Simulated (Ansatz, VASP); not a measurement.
**Two plane-wave programs on TiSi**

```
Ti Si
1.0
     6.45181    0.00000    0.00000
     0.00000    3.62244    0.00000
     0.00000    0.00000    4.96380
Ti Si
4 4
Direct
  0.67611 0.25000 0.37059
  0.32389 0.75000 0.62941
  0.82389 0.75000 0.87059
  0.17611 0.25000 0.12941
  0.54412 0.25000 0.85363
  0.45588 0.75000 0.14637
  0.95588 0.75000 0.35363
  0.04412 0.25000 0.64637
```

Alike in both runs: task single point; functional PBEsol; k mesh 6 × 10 × 8; occupations gaussian, width 0.15 eV; no spin polarisation.

|  | VASP | Ansatz |
| --- | --- | --- |
| version | VASP 6.6.1 | Ansatz 0.2.0 |
| potentials or method | VASP PAW PBE potentials, release 64 (Ti_sv, Si), cutoff 520 eV | scalar-relativistic, plane waves, PAW |
| valence electrons in the cell | 64 | 64 |

Ansatz gave:

```
gap on the k mesh at the Fermi level (eV)                     : none
pressure (GPa)                                                : 0.0
traceless stress, the component that is largest in VASP (GPa) : -0.06
```

Question: Which values does VASP return?

Answer: gap on the k mesh at the Fermi level (eV): none; pressure (GPa): 0.1; traceless stress, the component that is largest in VASP (GPa): -0.07.

VASP's potentials were made for PBE, not for PBEsol. A gap of «none» marks a metal or a gap that the smearing closes.
